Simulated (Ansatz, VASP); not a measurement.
# One calculation of Re, two programs

The input INCAR:

```
  PREC = Accurate
  ENCUT = 520
  EDIFF = 1E-6
  ISMEAR = 0
  SIGMA = 0.15
  LREAL = False
  LASPH = True
  NELM = 80
  ALGO = Fast
  ISIF = 2
  LWAVE = False
  LCHARG = False
  GGA = PE
  NBANDS = 14
```

KPOINTS

```
regular mesh
0
Gamma
  18 18 10
```

POSCAR

```
Re
1.0
    2.7748241524      0.0000000000      0.0000000000
   -1.3874120762      2.4030682070     -0.1762650530
    0.0000000000     -0.3289178165      4.4842238099
Re
2
Direct
    0.3333333333      0.6666666667      0.2500000000
    0.6666666667      0.3333333333      0.7500000000
```

Input for Ansatz:

```yaml
crystal:
  lattice:
    - [2.7748241524, 0.0, 0.0]
    - [-1.3874120762, 2.403068207, -0.176265053]
    - [0.0, -0.3289178165, 4.4842238099]
  atoms:
    - { symbol: Re, position: [0.3333333333, 0.6666666667, 0.25] }
    - { symbol: Re, position: [0.6666666667, 0.3333333333, 0.75] }
basis:
  ecutwfc: 420
kpoints:
  mp_grid: { grid: [18, 18, 10] }
hamiltonian:
  xc: pbe
  pseudopotentials: { kind: paw }
scf:
  occupations: { method: gaussian, width: 0.15 }
output:
  forces: true
  stress: true
  eigenvalues: true
```

Change from the starting cell: engineering shear strain xz +0.0000, engineering shear strain yz -0.1467.

Alike in both runs: task single point; functional PBE; k mesh 18 × 18 × 10; occupations gaussian, width 0.15 eV; no spin polarisation.

```csv
,VASP,Ansatz
version,VASP 6.6.1,Ansatz 0.2.0
potentials or method,"VASP PAW PBE potentials, release 64 (Re), cutoff 520 eV","scalar-relativistic, plane waves, PAW"
valence electrons in the cell,14,30
```

VASP gave:

```
gap on the k mesh at the Fermi level (eV)                     : none
pressure (GPa)                                                : 5.3
traceless stress, the component that is largest in VASP (GPa) : 20.18
rms of the force components (eV/Å)                            : 0.151
```

**Question.** Which values does Ansatz return?

**Answer.** gap on the k mesh at the Fermi level (eV): none; pressure (GPa): 5.8; traceless stress, the component that is largest in VASP (GPa): 20.47; rms of the force components (eV/Å): 0.165.

Atom by atom the forces differ by 0.014 eV/Å (rms over components). A gap of «none» marks a metal or a gap that the smearing closes. The functional is the same, so the differences come from potentials, cutoffs and numerics. VASP's potentials hold 14 valence electrons a cell and Ansatz's 30, so a difference there can come from the potentials and not from the codes.

Neither program's run includes spin-orbit coupling.
